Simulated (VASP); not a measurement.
# Rh: single point with PBEsol

Crystal: Rh.

```xyz
2
Lattice="2.7669 0.0000 0.0000 -1.3835 2.3962 0.0000 0.0000 0.0000 4.4868" Properties=species:S:1:pos:R:3 pbc="T T T"
Rh    1.3835    0.7987    3.3651
Rh    0.0000    1.5975    1.1217
```

```json
{
 "Program": "VASP 6.6.1",
 "Task": "single point",
 "Functional": "PBEsol",
 "Potentials or basis": "VASP PAW PBE potentials, release 64 (Rh_pv)",
 "Cutoff": "520 eV",
 "k mesh": "12 × 12 × 7",
 "Occupations": "gaussian, width 0.1 eV",
 "Spin": "no spin polarisation",
 "Dipole correction": "no",
 "Further INCAR settings": "ALGO = Normal; EDIFF = 1e-07; NBANDS = 22"
}
```

The pressure is -21.5 GPa and the band gap on the k mesh is zero (band 15 reaches 10.99 eV, above the bottom of band 16 at 8.86 eV).

Stress tensor (GPa, compression positive):
```
-21.29   0.00   0.00
  0.00 -21.29   0.00
  0.00   0.00 -21.92
```

Levels at points of the mesh, in eV from the Fermi level:
```csv
k point,band 12,band 13,band 14,band 15,band 16,band 17,band 18,band 19
"(0.00, 0.00, 0.00)",-2.25,-2.25,-1.70,-1.70,0.11,0.11,0.71,7.78
"(0.50, 0.00, 0.00)",-2.03,-1.96,0.37,0.53,0.63,2.76,4.70,9.68
```

Run time: 69 s on 1 thread of Intel Xeon 8259CL, with other jobs on the host, peak memory 0.15 GiB.

Caveat: the PAW data sets were made with another functional, which shifts forces and pressure a little.
